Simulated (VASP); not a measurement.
# Sb (I4/mmm) in VASP: a series of runs

Sb is run at these levels: PBEsol; tasks: single point.

Everything below comes from runs of VASP 6.6.1. Logs are shortened: lines on timing, memory, paths and dates and some standing lists are left out, and cuts for length are marked.

## Step 1: The cell of the first run

Symmetry: I4/mmm, No. 139, tetragonal system. The conventional cell has a = 2.969 Å, b = 2.969 Å, c = 4.893 Å, α = 90.00°, β = 90.00°, γ = 90.00°. Within 3.9 Å of Sb (site symmetry 4/mmm) lie 12 Sb at 2.97 to 3.22 Å.

## Step 2: Single point, PBEsol (21.57 Å³/atom)

Contents of INCAR:

```
ALGO = Normal
EDIFF = 1E-6
ENCUT = 520
GGA = PS
ISIF = 2
ISMEAR = -1
ISYM = 0
LASPH = T
LCHARG = F
LREAL = F
LWAVE = F
NBANDS = 8
NELM = 100
PREC = Accurate
SIGMA = 0.03
```

Contents of KPOINTS:

```
k-points
0
Gamma
  13 13 15
```

Contents of POSCAR:

```
Sb
1.0
   -1.4846596688      1.4846596688      2.4464823777
    1.4846596688     -1.4846596688      2.4464823777
    1.4846596688      1.4846596688     -2.4464823777
Sb
1
Direct
    0.0000000000      0.0000000000      0.0000000000
```

Potentials or basis: VASP PAW PBE potentials, release 64 (Sb).

On the command line:

```
$ cat potpaw_PBE.64/Sb/POTCAR > POTCAR
$ mpirun -np 1 vasp_std > vasp.out
```

OUTCAR:

```text
EDIFF = 1E-6
   ENCUT = 520
   GGA = PS
   ISIF = 2
   ISMEAR = -1
   ISYM = 0
   LASPH = T
   LREAL = F
   NELM = 100
   PREC = Accurate

 ion  position               nearest neighbor table
   1  0.000  0.000  0.000-

IMPORTANT INFORMATION: All symmetrisations will be switched off!
NOSYMM: (Re-)initialisation of all symmetry stuff for point group C_1.

----------------------------------------------------------------------------------------

                                     Primitive cell

  volume of cell :      21.5703

  direct lattice vectors                    reciprocal lattice vectors
    -1.484659669  1.484659669  2.446482378     0.000000000  0.336777519  0.204375067
     1.484659669 -1.484659669  2.446482378     0.336777519  0.000000000  0.204375067
     1.484659669  1.484659669 -2.446482378     0.336777519  0.336777519  0.000000000

  length of vectors
     3.223926905  3.223926905  3.223926905     0.393939418  0.393939418  0.476275335

  position of ions in fractional coordinates (direct lattice)
     0.000000000  0.000000000  0.000000000

  ion indices of the primitive-cell ions
   primitive index   ion index
                 1           1

----------------------------------------------------------------------------------------

 KPOINTS: k-points

Automatic generation of k-mesh.
 Grid dimensions read from file:
 generate k-points for:   13   13   15

 Generating k-lattice:

  Cartesian coordinates                     Fractional coordinates (reciprocal lattice)
     0.000000000  0.025905963  0.015721159     0.076923077  0.000000000 -0.000000000
     0.025905963  0.000000000  0.015721159     0.000000000  0.076923077 -0.000000000
     0.022451835  0.022451835  0.000000000     0.000000000  0.000000000  0.066666667

  Length of vectors
     0.030303032  0.030303032  0.031751689

  Shift w.r.t. Gamma in fractional coordinates (k-lattice)
     0.000000000  0.000000000  0.000000000

 -----------------------------------------------------------------------------
|                                                                             |
|           W    W    AA    RRRRR   N    N  II  N    N   GGGG   !!!           |
|           W    W   A  A   R    R  NN   N  II  NN   N  G    G  !!!           |
|           W    W  A    A  R    R  N N  N  II  N N  N  G       !!!           |
[... 62 lines left out ...]
   LNONCOLLINEAR =      F non collinear calculations
   LSORBIT =      F    spin-orbit coupling
   LASPH  =      T    aspherical Exc in radial PAW
   ENCUT  =  520.0 eV  38.22 Ry    6.18 a.u.   5.99  5.99  5.99*2*pi/ulx,y,z
   NELM   =    100;   NELMIN=  2; NELMDL= -5     # of ELM steps
   EDIFF  = 0.1E-05   stopping-criterion for ELM
   LREAL  =      F    real-space projection
   EDIFFG = 0.1E-04   stopping-criterion for IOM
   NSW    =      0    number of steps for IOM
   IBRION =     -1    ionic relax: 0-MD 1-quasi-New 2-CG
   NFREE  =      0    steps in history (QN), initial steepest desc. (CG)
   ISIF   =      2    stress and relaxation
   ISYM   =      0    0-nonsym 1-usesym 2-fastsym
   POTIM  = 0.5000    time-step for ionic-motion
   TEBEG  =    0.0;   TEEND  =   0.0 temperature during run
   PSTRESS=    0.0 pullay stress
   NELECT =       5.0000    total number of electrons
   NUPDOWN=      -1.0000    fix difference up-down
   EMIN   =  10.00;   EMAX   =-10.00  energy-range for DOS
   EFERMI =   0.00;   METHOD = LEGACY
   ISMEAR =    -1;   SIGMA  =   0.03  broadening in eV -4-tet -1-fermi 0-gaus
   EFERMI_NEDOS =   21; number of points for ismear=-14 and -15
   IALGO  =     38    algorithm
   IMIX   =      4    mixing-type and parameters
     AMIX     =   0.40;   BMIX     =  1.00
     AMIX_MAG =   1.60;   BMIX_MAG =  1.00
  volume/ion in A,a.u.               =      21.57       145.56
  Fermi-wavevector in a.u.,A,eV,Ry     =   1.005648  1.900400 13.759964  1.011329
  Thomas-Fermi vector in A             =   2.138341
   LORBIT       =      0    0 simple, 1 ext, 2 COOP (PROOUT), +10 PAW based schemes
   GGA     = PS    functional components
   LHFCALC =     F    Hartree Fock is set to
   AEXX    =    0.0000 exact exchange contribution
   IVDW    =     0    specifies the selected vdW correction
   LEPSILON=     F    determine dielectric tensor
   LRPA    =     F    only Hartree local field effects (RPA)
 non-spin polarized calculation
  energy-cutoff  :      520.00
  volume of cell :       21.57
 maximum number of plane-waves:       605
   NGX = 11   NGY = 11   NGZ = 11

 number of electron       5.0000000 magnetization

 Free energy of the ion-electron system (eV)
  ---------------------------------------------------
  ext. energy  EPLUGINS =         0.00000000
  ---------------------------------------------------
  free energy    TOTEN  =        -4.05068881 eV

  energy without entropy =       -4.04885031  energy(sigma->0) =       -4.04976956

 E-fermi :  11.6003     XC(G=0): -11.3146

 val. band max:       11.5975618024   @ k =   0.3846  -0.0769   0.2000
 cond. band min:      11.6030870988   @ k =   0.3846   0.3846   0.4667
 fundamental gap:      0.0055252965
 Fermi energy:        11.6003404620

 k-point     1 :       0.0000    0.0000    0.0000
  band No.  band energies     occupation
      1      -3.3450      2.00000
      2      18.4714      0.00000
      3      18.6832      0.00000
      4      18.6864      0.00000
      5      21.9157      0.00000
      6      22.0173      0.00000
      7      22.9187      0.00000
      8      22.9207      0.00000
[... 243 lines left out ...]
 k-point    24 :       0.2308    0.1538    0.0000
  band No.  band energies     occupation
      1      -1.0088      2.00000
      2      10.5802      2.00000
      3      13.0779      0.00000
      4      15.6497      0.00000
      5      20.8352      0.00000
      6      21.8322      0.00000
      7      23.4543      0.00000
      8      24.5314      0.00000

 [... further k-points ...]
[... 5 lines left out ...]
  --------------------------------------------------------------------------------------
  -------------------------------------------------------------------------------------
  Total        3.0254485      3.0254490      2.5448347      0.0317854     -0.0354380     -0.0354376
  in kB      224.7214059    224.7214450    189.0228285      2.3609263     -2.6322325     -2.6322017
  external PRESSURE =     212.8218931 kB  Pullay stress =       0.0000000 kB

 VOLUME and BASIS-vectors are now :
 -----------------------------------------------------------------------------
  energy-cutoff  :      520.00
  volume of cell :       21.57
      direct lattice vectors                 reciprocal lattice vectors
    -1.484659669  1.484659669  2.446482378     0.000000000  0.336777519  0.204375067
     1.484659669 -1.484659669  2.446482378     0.336777519  0.000000000  0.204375067
     1.484659669  1.484659669 -2.446482378     0.336777519  0.336777519  0.000000000

 POSITION                                       TOTAL-FORCE (eV/Angst)
 -----------------------------------------------------------------------------------
      0.00000      0.00000      0.00000        -0.000000      0.000000     -0.000000
 -----------------------------------------------------------------------------------
    total drift:                               -0.000000      0.000000     -0.000000

  FREE ENERGIE OF THE ION-ELECTRON SYSTEM (eV)
  ---------------------------------------------------
  free  energy   TOTEN  =        -4.0506888148 eV

  energy  without entropy=       -4.0488503098  energy(sigma->0) =       -4.04976956
```

stdout:

```text
POSCAR found type information on POSCAR Sb
 POSCAR found :  1 types and       1 ions
 scaLAPACK will be used
 -----------------------------------------------------------------------------
|                                                                             |
|                                                                             |
[... 21 lines left out ...]
|     Results are often still useful ...                                      |
|                                                                             |
 -----------------------------------------------------------------------------

 POSCAR, INCAR and KPOINTS ok, starting setup
 FFT: planning ... GRIDC
 FFT: planning ... GRID_SOFT
 FFT: planning ... GRID
 WAVECAR not read
 entering main loop
```

It took 46 s on 1 thread of Intel Xeon 6975P-C (Granite Rapids), shared host; peak memory 0.32 GiB.

What came out:

```yaml
Free_energy: -4.0507 eV
Pressure: 21.3 GPa
Band_gap_on_the_k_mesh: zero (an odd number of electrons rules out a gap without spin polarisation)
```

Caveat: the cell stands under pressure; the PAW data sets were made with another functional, which shifts forces and pressure a little; spin-orbit coupling is left out, which moves the levels of the heavy elements.

## Step 3: Single point, PBEsol (22.24 Å³/atom)

This run uses another cell than the first one, of 22.24 Å³/atom.

Contents of INCAR:

```
PREC = Accurate
ENCUT = 520
EDIFF = 1E-6
ISMEAR = -1
SIGMA = 0.03
LREAL = F
LASPH = T
NELM = 60
ALGO = Normal
ISIF = 2
LWAVE = F
LCHARG = T
GGA = PS
LELF = T
LVHAR = T
NBANDS = 8
ISYM = 0
```

Contents of KPOINTS:

```
Automatic mesh
0
Gamma
  13 13 15
```

Contents of POSCAR:

```
Sb
1.0
   -1.4999665176      1.4999665176      2.4717056237
    1.4999665176     -1.4999665176      2.4717056237
    1.4999665176      1.4999665176     -2.4717056237
Sb
1
Direct
    0.0000000000      0.0000000000      0.0000000000
```

Potentials or basis: VASP PAW PBE potentials, release 64 (Sb).

On the command line:

```
$ cat potpaw_PBE.64/Sb/POTCAR > POTCAR
$ mpirun -np 1 vasp_std > vasp.out
```

Wall time 40 s (1 thread of Intel Xeon 6975P-C (Granite Rapids), shared host); peak memory 0.33 GiB.

It converged, with:

* Free energy: -4.1304 eV
* Pressure: 16.7 GPa
* Band gap on the k mesh: zero (an odd number of electrons rules out a gap without spin polarisation)

Stress tensor (GPa, compression positive):
```
17.68  0.18 -0.14
 0.18 17.68 -0.14
-0.14 -0.14 14.87
```

Levels at points of the mesh, in eV from the Fermi level:
```
           k point  band 1  band 2  band 3  band 4  band 5  band 6  band 7
(0.00, 0.00, 0.00)  -14.64    6.58    6.83    6.84   10.20   10.44   11.21
```

Caveat: the cell stands under pressure; the PAW data sets were made with another functional, which shifts forces and pressure a little; spin-orbit coupling is left out, which moves the levels of the heavy elements.

## Step 4: Single point, PBEsol (22.92 Å³/atom)

This run uses another cell than the first one, of 22.92 Å³/atom.

Contents of INCAR:

```
PREC = Accurate ; ENCUT = 520
EDIFF = 1E-7 ; ISMEAR = -1
SIGMA = 0.03 ; LREAL = F
LASPH = T ; NELM = 100
ALGO = Normal ; ISIF = 2
LWAVE = F ; LCHARG = F
GGA = PS ; ISYM = 0
NBANDS = 8
```

Contents of KPOINTS:

```
regular mesh
0
Gamma
  13 13 15
```

Contents of POSCAR:

```
Sb
1.0
   -1.5149671779      1.5149671779      2.4964243197
    1.5149671779     -1.5149671779      2.4964243197
    1.5149671779      1.5149671779     -2.4964243197
Sb
1
Direct
    0.0000000000      0.0000000000      0.0000000000
```

On the command line:

```
$ cat potpaw_PBE.64/Sb/POTCAR > POTCAR
$ mpirun -np 1 vasp_std > vasp.out
```

Run time: 42 s. Hardware: 1 thread of Intel Xeon 6975P-C (Granite Rapids), shared host; peak memory 0.32 GiB.

Results (log left out):

```
Free energy            : -4.1925 eV
Pressure               : 12.9 GPa
Band gap on the k mesh : zero (an odd number of electrons rules out a gap without spin polarisation)
```

Stress tensor (GPa, compression positive):
```
13.56  0.14 -0.06
 0.14 13.56 -0.06
-0.06 -0.06 11.43
```

Levels at points of the mesh, in eV from the Fermi level:
```tsv
k point	band 1	band 2	band 3	band 4	band 5	band 6	band 7	band 8
(0.00, 0.00, 0.00)	-14.35	6.31	6.60	6.60	10.08	10.47	11.10	11.10
```

Caveat: the cell stands under pressure; the PAW data sets were made with another functional, which shifts forces and pressure a little; spin-orbit coupling is left out, which moves the levels of the heavy elements.

## Step 5: Single point, PBEsol (23.82 Å³/atom)

This run uses another cell than the first one, of 23.82 Å³/atom.

Contents of INCAR:

```
SYSTEM = Sb
PREC = Accurate
ENCUT = 520
EDIFF = 1E-6
ISMEAR = -1
SIGMA = 0.03
LREAL = .False.
LASPH = .True.
NELM = 100
ALGO = Normal
ISIF = 2
LWAVE = .False.
LCHARG = .True.
GGA = PS
LELF = .True.
LVHAR = .True.
NBANDS = 8
ISYM = 0
```

Contents of KPOINTS:

```
regular mesh
0
Gamma
  13 13 15
  0 0 0
```

Contents of POSCAR:

```
Sb
1.0
   -1.5345172977      1.5345172977      2.5286397996
    1.5345172977     -1.5345172977      2.5286397996
    1.5345172977      1.5345172977     -2.5286397996
Sb
1
Direct
    0.0000000000      0.0000000000      0.0000000000
```

Potentials or basis: VASP PAW PBE potentials, release 64 (Sb).

On the command line:

```
$ cat potpaw_PBE.64/Sb/POTCAR > POTCAR
$ mpirun -np 1 vasp_std > vasp.out
```

OUTCAR:

```text
SYSTEM = Sb
   PREC = Accurate
   ENCUT = 520
   EDIFF = 1E-6
   ISMEAR = -1
   LREAL = .False.
   LASPH = .True.
   NELM = 100
   ISIF = 2
   GGA = PS
   ISYM = 0

 ion  position               nearest neighbor table
   1  0.000  0.000  0.000-

IMPORTANT INFORMATION: All symmetrisations will be switched off!
NOSYMM: (Re-)initialisation of all symmetry stuff for point group C_1.

----------------------------------------------------------------------------------------

                                     Primitive cell

  volume of cell :      23.8172

  direct lattice vectors                    reciprocal lattice vectors
    -1.534517298  1.534517298  2.528639800     0.000000000  0.325835363  0.197734766
     1.534517298 -1.534517298  2.528639800     0.325835363  0.000000000  0.197734766
     1.534517298  1.534517298 -2.528639800     0.325835363  0.325835363  0.000000000

  length of vectors
     3.332192358  3.332192358  3.332192358     0.381140028  0.381140028  0.460800789

  position of ions in fractional coordinates (direct lattice)
     0.000000000  0.000000000  0.000000000
[... 149 lines left out ...]
 cond. band min:      10.0740964882   @ k =  -0.0769   0.2308   0.3333
 fundamental gap:      0.0129268451
 Fermi energy:        10.0674097862

 k-point     1 :       0.0000    0.0000    0.0000
  band No.  band energies     occupation
      1      -3.9146      2.00000
      2      16.0424      0.00000
      3      16.3724      0.00000
      4      16.3751      0.00000
      5      20.0168      0.00000
      6      20.5651      0.00000
      7      21.0406      0.00000
      8      21.0423      0.00000
[... 243 lines left out ...]
 k-point    24 :       0.2308    0.1538    0.0000
  band No.  band energies     occupation
      1      -1.7866      2.00000
      2       9.0449      2.00000
      3      11.3742      0.00000
      4      13.8020      0.00000
      5      18.8228      0.00000
      6      20.0165      0.00000
      7      21.5291      0.00000
      8      22.5089      0.00000

 [... further k-points ...]

------------------------ aborting loop because EDIFF is reached ----------------------------------------

  FORCE on cell =-STRESS in cart. coord.  units (eV):
  Direction    XX          YY          ZZ          XY          YZ          ZX
  --------------------------------------------------------------------------------------
  -------------------------------------------------------------------------------------
  Total        1.3320322      1.3320291      1.1221193      0.0268829      0.0002656      0.0002658
  in kB       89.6055220     89.6053106     75.4847262      1.8084103      0.0178654      0.0178825
  external PRESSURE =      84.8985196 kB  Pullay stress =       0.0000000 kB

 VOLUME and BASIS-vectors are now :
 -----------------------------------------------------------------------------
  energy-cutoff  :      520.00
  volume of cell :       23.82
      direct lattice vectors                 reciprocal lattice vectors
    -1.534517298  1.534517298  2.528639800     0.000000000  0.325835363  0.197734766
     1.534517298 -1.534517298  2.528639800     0.325835363  0.000000000  0.197734766
     1.534517298  1.534517298 -2.528639800     0.325835363  0.325835363  0.000000000

 POSITION                                       TOTAL-FORCE (eV/Angst)
 -----------------------------------------------------------------------------------
      0.00000      0.00000      0.00000         0.000000      0.000000     -0.000000
 -----------------------------------------------------------------------------------
    total drift:                                0.000000      0.000000     -0.000000

  FREE ENERGIE OF THE ION-ELECTRON SYSTEM (eV)
  ---------------------------------------------------
  free  energy   TOTEN  =        -4.2519664172 eV

  energy  without entropy=       -4.2499808300  energy(sigma->0) =       -4.25097362
```

OSZICAR:

```text
N       E                     dE             d eps       ncg     rms          rms(c)
DAV:   1     0.467842807767E+01    0.46784E+01   -0.17149E+03 20520   0.414E+02
DAV:   2    -0.417272398616E+01   -0.88512E+01   -0.85290E+01 28608   0.537E+01
DAV:   3    -0.425993480264E+01   -0.87211E-01   -0.86960E-01 24496   0.601E+00
DAV:   4    -0.426017388532E+01   -0.23908E-03   -0.23908E-03 31464   0.374E-01
DAV:   5    -0.426017427065E+01   -0.38533E-06   -0.38506E-06 25824   0.961E-03    0.212E+00
DAV:   6    -0.425500306053E+01    0.51712E-02   -0.13161E-03 26560   0.171E-01    0.124E+00
DAV:   7    -0.425197603644E+01    0.30270E-02   -0.28493E-03 23920   0.251E-01    0.320E-02
DAV:   8    -0.425196646267E+01    0.95738E-05   -0.50772E-05 27768   0.526E-02    0.702E-03
DAV:   9    -0.425196641719E+01    0.45479E-07   -0.64690E-07 26984   0.584E-03
   1 F= -.42519664E+01 E0= -.42509736E+01  d E =-.198559E-02
```

stdout:

```text
POSCAR found type information on POSCAR Sb
 POSCAR found :  1 types and       1 ions
 scaLAPACK will be used
 -----------------------------------------------------------------------------
|                                                                             |
|                                                                             |
[... 21 lines left out ...]
|     Results are often still useful ...                                      |
|                                                                             |
 -----------------------------------------------------------------------------

 POSCAR, INCAR and KPOINTS ok, starting setup
 FFT: planning ... GRIDC
 FFT: planning ... GRID_SOFT
 FFT: planning ... GRID
 WAVECAR not read
 entering main loop
```

Run time: 1.8 min. Hardware: 1 thread of Intel Xeon 6975P-C (Granite Rapids), shared host; peak memory 0.35 GiB.

Results:

```
Free energy            : -4.2520 eV
Pressure               : 8.5 GPa
Band gap on the k mesh : zero (an odd number of electrons rules out a gap without spin polarisation)
```

Levels at points of the mesh, in eV from the Fermi level:
```csv
k point,band 1,band 2,band 3,band 4,band 5,band 6
"(0.00, 0.00, 0.00)",-13.98,5.97,6.30,6.31,9.95,10.50
```

Caveat: the cell stands under pressure; the PAW data sets were made with another functional, which shifts forces and pressure a little; spin-orbit coupling is left out, which moves the levels of the heavy elements.

## Step 6: Overview

| cell | gap on the mesh (eV) | pressure (GPa) |
| --- | --- | --- |
| a = 3.224 Å, angles 125.2, 125.2, 81.3°, 1 atom | none | 21.3 |
| a = 3.257 Å, angles 125.2, 125.2, 81.3°, 1 atom | none | 16.7 |
| a = 3.290 Å, angles 125.2, 125.2, 81.3°, 1 atom | none | 12.9 |
| a = 3.332 Å, angles 125.2, 125.2, 81.3°, 1 atom | none | 8.5 |

Alike in all rows: task single point; level PBEsol; potentials or basis VASP PAW PBE potentials, release 64 (Sb); no spin polarisation; k mesh 13 × 13 × 15; cutoff (eV) 520; smearing fermi-dirac 0.03 eV.

Caveats: the cell stands under pressure; the PAW data sets were made with another functional, which shifts forces and pressure a little; spin-orbit coupling is left out, which moves the levels of the heavy elements.

Absolute energies hang on the potentials; compare differences alone.
